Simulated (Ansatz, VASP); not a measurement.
# CaB6: VASP beside Ansatz

```xyz
7
Lattice="4.0632 0.0000 0.0000 0.0000 4.0632 0.0000 0.0000 0.0000 4.0632" Properties=species:S:1:pos:R:3 pbc="T T T"
Ca    0.0000    0.0000    0.0000
B     0.8157    2.0316    2.0316
B     2.0316    0.8157    2.0316
B     3.2475    2.0316    2.0316
B     2.0316    3.2475    2.0316
B     2.0316    2.0316    0.8157
B     2.0316    2.0316    3.2475
```

Alike in both runs: functional PBE; k mesh 8 × 8 × 8; occupations gaussian, width 0.01 eV; no spin polarisation.

Ansatz relaxed the structure, and its values are those at the end. VASP's run is a single point on that final structure, the one shown.

|  | VASP | Ansatz |
| --- | --- | --- |
| version | VASP 6.6.1 | Ansatz 0.2.0 |
| potentials or method | VASP PAW PBE potentials, release 64 (Ca_sv, B), cutoff 520 eV | scalar-relativistic, plane waves, PAW |
| valence electrons in the cell | 28 | 28 |

Ansatz gave:

```
gap on the k mesh at the Fermi level (eV) : 0.03
least direct gap on the mesh (eV)         : 0.03
pressure (GPa)                            : 10.3
rms of the force components (eV/Å)        : 0.001
```

Task: Estimate VASP's values.

Result: gap on the k mesh at the Fermi level (eV): 0.02; least direct gap on the mesh (eV): 0.02; pressure (GPa): 10.5; rms of the force components (eV/Å): 0.012.

The functional is the same, so the differences come from potentials, cutoffs and numerics. Ansatz's warnings: stress scf threshold loose.
